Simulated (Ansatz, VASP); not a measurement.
# Two plane-wave programs on GaP

The input INCAR:

```
ALGO = Normal
EDIFF = 1E-6
ENCUT = 520
GGA = PE
ISIF = 2
ISMEAR = 0
LASPH = T
LCHARG = T
LELF = T
LREAL = F
LVHAR = T
LWAVE = F
NBANDS = 16
NELM = 80
PREC = Accurate
SIGMA = 0.05
```

KPOINTS

```
k-points
0
Gamma
  10 10 10
```

Contents of POSCAR:

```
GaP
1.0
    0.0000000000      2.5380509486      2.7497843430
    2.7497843430      0.0000000000      2.7497843430
    2.7497843430      2.5380509486      0.0000000000
Ga P
1 1
Direct
    0.0000000000      0.0000000000      0.0000000000
    0.7500000000      0.7500000000      0.7500000000
```

Input for Ansatz:

```yaml
crystal:
  lattice:
    - [0.0, 2.5380509486, 2.749784343]
    - [2.749784343, 0.0, 2.749784343]
    - [2.749784343, 2.5380509486, 0.0]
  atoms:
    - { symbol: Ga, position: [0.0, 0.0, 0.0] }
    - { symbol: P, position: [0.75, 0.75, 0.75] }
basis:
  ecutwfc: 420
kpoints:
  mp_grid: { grid: [10, 10, 10] }
hamiltonian:
  xc: pbe
  pseudopotentials: { kind: paw, azcp: { folder: soft_1 } }
scf:
  occupations: { method: gaussian, width: 0.05 }
output:
  forces: true
  stress: true
  eigenvalues: true
```

Alike in both runs: task single point; functional PBE; k mesh 10 × 10 × 10; occupations gaussian, width 0.05 eV; no spin polarisation.

|  | VASP | Ansatz |
| --- | --- | --- |
| version | VASP 6.6.1 | Ansatz 0.2.0 |
| potentials or method | VASP PAW PBE potentials, release 64 (Ga_d, P), cutoff 520 eV | scalar-relativistic, plane waves, PAW |
| valence electrons in the cell | 18 | 18 |

|  | VASP | Ansatz | Ansatz less VASP |
| --- | --- | --- | --- |
| gap on the k mesh at the Fermi level (eV) | 0.75 | 0.75 | +0.001 |
| least direct gap on the mesh (eV) | 1.96 | 1.96 | 0.000 |
| pressure (GPa) | 7.4 | 7.6 | +0.15 |
| traceless stress, the component that is largest in VASP (GPa) | 3.30 | 3.28 | -0.016 |
